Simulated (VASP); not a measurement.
# CrPtC4N4 (P-43m) in VASP: single point with PBE

Aim: the single point of CrPtC4N4 with PBE.

Everything below comes from runs of VASP 6.6.1. Logs are shortened: lines on timing, memory, paths and dates and some standing lists are left out, and cuts for length are marked.

### 1 The cell of the first run

The structure is cubic, space group P-43m (No. 215). Conventional cell: a = 5.765 Å, b = 5.765 Å, c = 5.765 Å, α = 90.00°, β = 90.00°, γ = 90.00°. Within 2.4 Å of Cr (site symmetry -43m) lie 4 N at 1.84 Å. Pt (site symmetry -43m) has 4 C at 1.96 Å within 2.6 Å. Within 1.6 Å of C (site symmetry 3m) lie 1 N at 1.20 Å. N (site symmetry 3m) has 1 C at 1.20 Å within 1.6 Å.

### 2 Single point, PBE, collinear spin, ferromagnetic start

Input file INCAR:

```
ALGO     = Normal         # electronic algorithm
EDIFF    = 1E-6           # SCF threshold, eV
ENCUT    = 700            # plane-wave cutoff, eV
GGA      = PE             # functional
GGA_COMPAT= F            
ISIF     = 2              # what is computed and relaxed
ISMEAR   = 0              # smearing method
ISPIN    = 2              # spin polarisation
LASPH    = T              # aspherical terms in the spheres
LCHARG   = F              # write CHGCAR
LMAXMIX  = 4              # l up to which the mixer works
LORBIT   = 11             # projections on sites
LREAL    = F              # projectors in reciprocal space
LWAVE    = F              # write WAVECAR
MAGMOM   = 3 0 0 0 0 0 0 0 0 0 # initial moments
NBANDS   = 49             # bands
NELM     = 200            # most SCF steps
PREC     = Accurate       # precision mode
SIGMA    = 0.1            # smearing width, eV
```

Input file KPOINTS:

```
k-points
0
Gamma
  4 4 4
```

Input file POSCAR:

```
CrPtC4N4
1.0
    5.7649318185      0.0000000000      0.0000000000
    0.0000000000      5.7649318185      0.0000000000
    0.0000000000      0.0000000000      5.7649318185
Cr Pt C N
1 1 4 4
Direct
    0.5000000000      0.5000000000      0.5000000000
    0.0000000000      0.0000000000      0.0000000000
    0.1963274626      0.1963274626      0.1963274626
    0.1963274626      0.8036725374      0.8036725374
    0.8036725374      0.1963274626      0.8036725374
    0.8036725374      0.8036725374      0.1963274626
    0.3160928523      0.3160928523      0.3160928523
    0.3160928523      0.6839071477      0.6839071477
    0.6839071477      0.3160928523      0.6839071477
    0.6839071477      0.6839071477      0.3160928523
```

Potentials or basis: VASP PAW PBE potentials, release 64 (Cr_sv, Pt_sv_GW, C, N).

On the command line:

```bash
cat potpaw_PBE.64/Cr_sv/POTCAR potpaw_PBE.64/Pt_sv_GW/POTCAR potpaw_PBE.64/C/POTCAR potpaw_PBE.64/N/POTCAR > POTCAR
mpirun -np 1 vasp_std > vasp.out
```

OUTCAR:

```text
EDIFF = 1E-6
   ENCUT = 700
   GGA = PE
   ISIF = 2
   ISMEAR = 0
   ISPIN = 2
   LASPH = T
   LORBIT = 11
   LREAL = F
   NELM = 200
   PREC = Accurate

 ion  position               nearest neighbor table
   1  0.500  0.500  0.500-   7 1.84   8 1.84   9 1.84  10 1.84
   2  0.000  0.000  0.000-   3 1.96   4 1.96   5 1.96   6 1.96
   3  0.196  0.196  0.196-   7 1.20   2 1.96
   4  0.196  0.804  0.804-   8 1.20   2 1.96
   5  0.804  0.196  0.804-   9 1.20   2 1.96
   6  0.804  0.804  0.196-  10 1.20   2 1.96
   7  0.316  0.316  0.316-   3 1.20   1 1.84
   8  0.316  0.684  0.684-   4 1.20   1 1.84
   9  0.684  0.316  0.684-   5 1.20   1 1.84
  10  0.684  0.684  0.316-   6 1.20   1 1.84

  LATTYP: Found a simple cubic cell.
 ALAT       =     5.7649318185

  Lattice vectors:

 A1 = (   5.7649318185,   0.0000000000,   0.0000000000)
 A2 = (   0.0000000000,   5.7649318185,   0.0000000000)
 A3 = (   0.0000000000,   0.0000000000,   5.7649318185)

Analysis of symmetry for initial positions (statically):
=====================================================================
 Subroutine PRICEL returns:
 Original cell was already a primitive cell.

 Routine SETGRP: Setting up the symmetry group for a
 simple cubic supercell.

 Subroutine GETGRP returns: Found 24 space group operations
 (whereof 24 operations were pure point group operations)
 out of a pool of 48 trial point group operations.

The static configuration has the point symmetry T_d .

Analysis of symmetry for dynamics (positions and initial velocities):
=====================================================================
 Subroutine PRICEL returns:
 Original cell was already a primitive cell.

 Routine SETGRP: Setting up the symmetry group for a
 simple cubic supercell.

 Subroutine GETGRP returns: Found 24 space group operations
 (whereof 24 operations were pure point group operations)
 out of a pool of 48 trial point group operations.

The dynamic configuration has the point symmetry T_d .

Analysis of structural, dynamic, and magnetic symmetry:
=====================================================================
 Subroutine PRICEL returns:
 Original cell was already a primitive cell.

 Routine SETGRP: Setting up the symmetry group for a
 simple cubic supercell.

 Subroutine GETGRP returns: Found 24 space group operations
 (whereof 24 operations were pure point group operations)
 out of a pool of 48 trial point group operations.

The overall configuration has the point symmetry T_d .

 Subroutine INISYM returns: Found 24 space group operations
 (whereof 24 operations are pure point group operations),
 and found     1 'primitive' translations

----------------------------------------------------------------------------------------

                                     Primitive cell

  volume of cell :     191.5943

  direct lattice vectors                    reciprocal lattice vectors
     5.764931819  0.000000000  0.000000000     0.173462589  0.000000000  0.000000000
     0.000000000  5.764931819  0.000000000     0.000000000  0.173462589  0.000000000
     0.000000000  0.000000000  5.764931819     0.000000000  0.000000000  0.173462589

  length of vectors
     5.764931819  5.764931819  5.764931819     0.173462589  0.173462589  0.173462589

  position of ions in fractional coordinates (direct lattice)
     0.500000000  0.500000000  0.500000000
     0.000000000  0.000000000  0.000000000
     0.196327463  0.196327463  0.196327463
     0.196327463  0.803672537  0.803672537
     0.803672537  0.196327463  0.803672537
     0.803672537  0.803672537  0.196327463
     0.316092852  0.316092852  0.316092852
     0.316092852  0.683907148  0.683907148
     0.683907148  0.316092852  0.683907148
     0.683907148  0.683907148  0.316092852

[... 51 lines left out ...]
   k-points           NKPTS =     10   k-points in BZ     NKDIM =     10   number of bands    NBANDS=     49
   number of dos      NEDOS =    301   number of ions     NIONS =     10
   total plane-waves  NPLWV = 125000
   dimension x,y,z NGX =    50 NGY =   50 NGZ =   50
   dimension x,y,z NGXF=   100 NGYF=  100 NGZF=  100
   ions per type =               1   1   4   4
   NGX,Y,Z   is equivalent  to a cutoff of  14.42, 14.42, 14.42 a.u.
   NGXF,Y,Z  is equivalent  to a cutoff of  28.84, 28.84, 28.84 a.u.
 SYSTEM =  unknown system
   PREC   = accura    normal or accurate (medium, high low for compatibility)
   ISTART =      0    job   : 0-new  1-cont  2-samecut
   ICHARG =      2    charge: 1-file 2-atom 10-const
   ISPIN  =      2    spin polarized calculation?
   LNONCOLLINEAR =      F non collinear calculations
   LSORBIT =      F    spin-orbit coupling
   LASPH  =      T    aspherical Exc in radial PAW
   ENCUT  =  700.0 eV  51.45 Ry    7.17 a.u.  12.44 12.44 12.44*2*pi/ulx,y,z
   NELM   =    200;   NELMIN=  2; NELMDL= -5     # of ELM steps
   EDIFF  = 0.1E-05   stopping-criterion for ELM
   LREAL  =      F    real-space projection
[... 7 lines left out ...]
   TEBEG  =    0.0;   TEEND  =   0.0 temperature during run
   PSTRESS=    0.0 pullay stress
   NELECT =      68.0000    total number of electrons
   NUPDOWN=      -1.0000    fix difference up-down
   EMIN   =  10.00;   EMAX   =-10.00  energy-range for DOS
   EFERMI =   0.00;   METHOD = LEGACY
   ISMEAR =     0;   SIGMA  =   0.10  broadening in eV -4-tet -1-fermi 0-gaus
   EFERMI_NEDOS =   21; number of points for ismear=-14 and -15
   IALGO  =     38    algorithm
   IMIX   =      4    mixing-type and parameters
     AMIX     =   0.40;   BMIX     =  1.00
     AMIX_MAG =   1.60;   BMIX_MAG =  1.00
  volume/ion in A,a.u.               =      19.16       129.29
  Fermi-wavevector in a.u.,A,eV,Ry     =   1.159089  2.190361 18.279269  1.343488
  Thomas-Fermi vector in A             =   2.295685
   LORBIT       =     11    0 simple, 1 ext, 2 COOP (PROOUT), +10 PAW based schemes
   GGA     = PE    functional components
   LHFCALC =     F    Hartree Fock is set to
   AEXX    =    0.0000 exact exchange contribution
   IVDW    =     0    specifies the selected vdW correction
   LEPSILON=     F    determine dielectric tensor
   LRPA    =     F    only Hartree local field effects (RPA)
 spin polarized calculation
 Gauss-broadening in eV      SIGMA  =   0.10
  energy-cutoff  :      700.00
  volume of cell :      191.59
 maximum number of plane-waves:      8121
 NGX is ok and might be reduce to    50
   NGX = 25   NGY = 25   NGZ = 25

 number of electron      68.0000019 magnetization       1.9998992

 Free energy of the ion-electron system (eV)
  ---------------------------------------------------
  ext. energy  EPLUGINS =         0.00000000
  ---------------------------------------------------
  free energy    TOTEN  =       -81.77134544 eV

  energy without entropy =      -81.77021950  energy(sigma->0) =      -81.77078247

 E-fermi :   0.4431     XC(G=0):  -7.7361

 val. band max:        0.3175776736   @ k =   0.5000   0.0000   0.0000
 cond. band min:       0.6022818614   @ k =   0.5000   0.2500   0.0000
 fundamental gap:      0.2847041878
 Fermi energy:         0.4430932818

 spin component 1

 k-point     1 :       0.0000    0.0000    0.0000
  band No.  band energies     occupation
      1     -99.0520      1.00000
      2     -73.3620      1.00000
      3     -53.1517      1.00000
      4     -53.1517      1.00000
      5     -53.1517      1.00000
      6     -44.6932      1.00000
[... 479 lines left out ...]
     45       5.4147      0.00000
     46       5.4147      0.00000
 Fermi energy:         0.4430932818

 spin component 2

 k-point     1 :       0.0000    0.0000    0.0000
  band No.  band energies     occupation
      1     -99.0164      1.00000
      2     -71.4990      1.00000
      3     -53.1083      1.00000
      4     -53.1083      1.00000
      5     -53.1083      1.00000
      6     -42.8744      1.00000
[... 479 lines left out ...]
     45       5.7844      0.00000
     46       5.7844      0.00000
 [bands above 46 left out]

------------------------ aborting loop because EDIFF is reached ----------------------------------------

  FORCE on cell =-STRESS in cart. coord.  units (eV):
  Direction    XX          YY          ZZ          XY          YZ          ZX
  --------------------------------------------------------------------------------------
  -------------------------------------------------------------------------------------
  Total       -0.1188751     -0.1188751     -0.1188751      0.0000000     -0.0000000     -0.0000000
  in kB       -0.9940744     -0.9940744     -0.9940744      0.0000000     -0.0000000     -0.0000000
  external PRESSURE =      -0.9940744 kB  Pullay stress =       0.0000000 kB

 VOLUME and BASIS-vectors are now :
 -----------------------------------------------------------------------------
  energy-cutoff  :      700.00
  volume of cell :      191.59
      direct lattice vectors                 reciprocal lattice vectors
     5.764931819  0.000000000  0.000000000     0.173462589  0.000000000  0.000000000
     0.000000000  5.764931819  0.000000000     0.000000000  0.173462589  0.000000000
     0.000000000  0.000000000  5.764931819     0.000000000  0.000000000  0.173462589

 POSITION                                       TOTAL-FORCE (eV/Angst)
 -----------------------------------------------------------------------------------
      2.88247      2.88247      2.88247        -0.000000      0.000000      0.000000
      0.00000      0.00000      0.00000        -0.000000      0.000000      0.000000
      1.13181      1.13181      1.13181        -0.160246     -0.160246     -0.160246
      1.13181      4.63312      4.63312        -0.160246      0.160246      0.160246
      4.63312      1.13181      4.63312         0.160246     -0.160246      0.160246
      4.63312      4.63312      1.13181         0.160246      0.160246     -0.160246
      1.82225      1.82225      1.82225         0.175384      0.175384      0.175384
      1.82225      3.94268      3.94268         0.175384     -0.175384     -0.175384
      3.94268      1.82225      3.94268        -0.175384      0.175384     -0.175384
      3.94268      3.94268      1.82225        -0.175384     -0.175384      0.175384
 -----------------------------------------------------------------------------------
    total drift:                                0.000000      0.000000     -0.000000

  FREE ENERGIE OF THE ION-ELECTRON SYSTEM (eV)
  ---------------------------------------------------
  free  energy   TOTEN  =       -81.7713454391 eV

  energy  without entropy=      -81.7702195009  energy(sigma->0) =      -81.77078247

 total charge

# of ion       s       p       d       f       tot
--------------------------------------------------
    1        2.173   6.040   3.481   0.000  11.693
    2        4.456   6.196   7.305   0.031  17.987
    3        0.944   1.563   0.000   0.000   2.506
    4        0.944   1.563   0.000   0.000   2.506
    5        0.944   1.563   0.000   0.000   2.506
    6        0.944   1.563   0.000   0.000   2.506
    7        1.287   2.611   0.000   0.000   3.898
    8        1.287   2.611   0.000   0.000   3.898
    9        1.287   2.611   0.000   0.000   3.898
   10        1.287   2.611   0.000   0.000   3.898
--------------------------------------------------
tot         15.552  28.929  10.785   0.031  55.297

 magnetization (x)

# of ion       s       p       d       f       tot
--------------------------------------------------
    1        0.007   0.010   1.619   0.000   1.635
    2       -0.006  -0.005   0.060   0.001   0.050
    3        0.006   0.041   0.000   0.000   0.046
    4        0.006   0.041   0.000   0.000   0.046
    5        0.006   0.041   0.000   0.000   0.046
    6        0.006   0.041   0.000   0.000   0.046
    7       -0.003  -0.035   0.000   0.000  -0.038
    8       -0.003  -0.035   0.000   0.000  -0.038
    9       -0.003  -0.035   0.000   0.000  -0.038
   10       -0.003  -0.035   0.000   0.000  -0.038
--------------------------------------------------
tot          0.012   0.026   1.678   0.001   1.718
```

Wall time 4.9 min (1 thread of Intel Xeon 6975P-C (Granite Rapids), shared host); peak memory 0.58 GiB.

What came out:

| Item | Value |
| --- | --- |
| Free energy | -81.7713 eV |
| Pressure | -0.1 GPa |
| Largest force | 0.304 eV/Å |
| Band gap on the k mesh | 0.28 eV (least direct gap 0.41 eV) |
| Net moment | 2.00 μB per cell |
| Site moments | Cr +1.64; Pt +0.05; C +0.05; N -0.04 μB |
| Valence electrons inside the program's atomic spheres | Cr 11.69; Pt 17.99; C 2.51; N 3.90 |

Forces on the atoms (eV/Å):
```
Cr   0.000  0.000  0.000
Pt   0.000  0.000  0.000
C   -0.160 -0.160 -0.160
C   -0.160  0.160  0.160
C    0.160 -0.160  0.160
C    0.160  0.160 -0.160
N    0.175  0.175  0.175
N    0.175 -0.175 -0.175
N   -0.175  0.175 -0.175
N   -0.175 -0.175  0.175
```

Caveat: spin-orbit coupling is left out, which moves the levels of the heavy elements; a cell with one magnetic atom can't hold antiferromagnetic order, which such compounds often take.
